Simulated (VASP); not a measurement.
Write the native input for VASP 6.6.1 that does the following.

- Task: single point
- Functional: PBE
- Potentials or basis: VASP PAW PBE potentials, release 64 (Zn, S)
- Cutoff: 520 eV
- k mesh: 10 × 10 × 10
- Occupations: gaussian, width 0.05 eV
- Spin: no spin polarisation
- Dipole correction: no
- Further INCAR settings: ALGO = Normal; EDIFF = 1e-06; NBANDS = 16

The structure of ZnS lies in POSCAR:

```
ZnS
1.0
    0.0000000000      2.8128360000      2.8128360000
    2.8128360000      0.0000000000      2.8128360000
    2.8128360000      2.8128360000      0.0000000000
Zn S
1 1
Direct
    0.0000000000      0.0000000000      0.0000000000
    0.7500000000      0.7500000000      0.7500000000
```

This cell differs from its parent crystal: strain +0.040 along x and y, +0.040 along z.

These files were run (other wordings do the same):

INCAR

```
  PREC = Accurate
  ENCUT = 520
  EDIFF = 1E-6
  ISMEAR = 0
  SIGMA = 0.05
  LREAL = F
  LASPH = T
  NELM = 60
  ALGO = Normal
  ISIF = 2
  LWAVE = F
  LCHARG = F
  GGA = PE
  NBANDS = 16
```

KPOINTS

```
regular mesh
0
Gamma
  10 10 10
```

Potentials or basis: VASP PAW PBE potentials, release 64 (Zn, S).

The run is started by

```sh
$ cat potpaw_PBE.64/Zn/POTCAR potpaw_PBE.64/S/POTCAR > POTCAR
$ mpirun -np 1 vasp_std > vasp.out
```

It gave:

```json
{
 "Pressure": "-5.4 GPa",
 "Band gap on the k mesh": "1.60 eV, direct"
}
```

Caveat: the cell differs from its parent crystal (strain +0.040 along x and y, +0.040 along z).

Wall time 45 s on 1 thread of Intel Xeon 6975P-C (shared host), peak memory 0.18 GiB.
